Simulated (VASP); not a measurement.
AgPd2, 6 atoms in the cell. Symmetry: P4_2/nmc, No. 137, tetragonal system. The conventional cell has a = 4.147 Å, b = 4.147 Å, c = 5.969 Å, α = 90.00°, β = 90.00°, γ = 90.00°. Ag (site symmetry -4m2) has 8 Pd at 2.40 to 2.73 Å within 3.2 Å. Pd (site symmetry 2mm) has 4 Ag at 2.40 to 2.73 Å and 6 Pd at 2.98 to 2.99 Å within 3.2 Å. 

* Program: VASP 6.6.1
* Task: relaxation of cell and atoms
* Functional: PBE
* Potentials or basis: VASP PAW PBE potentials, release 64 (Ag, Pd)
* Cutoff: 600 eV
* k mesh: 4 × 4 × 4
* Occupations: gaussian, width 0.1 eV
* Spin: no spin polarisation
* Dipole correction: no
* Further INCAR settings: ALGO = Normal; EDIFF = 1e-06; IBRION = 2; EDIFFG = -0.04; NSW = 90; ISIF = 3

Potentials or basis: VASP PAW PBE potentials, release 64 (Ag, Pd).

Command:

```console
$ cat potpaw_PBE.64/Ag/POTCAR potpaw_PBE.64/Pd/POTCAR > POTCAR
$ mpirun -np 1 vasp_std > vasp.out
```

Hardware: 1 thread of Intel(R) Xeon(R) 6975P-C (Granite Rapids), with other jobs on the host.

Problem. Estimate the wall time of this run.

Solution. Run time: 7.6 min on 1 thread of Intel(R) Xeon(R) 6975P-C (Granite Rapids) (shared host), peak memory 0.3 GiB. Counts: scf iterations 150, k points 18, ion steps 17.
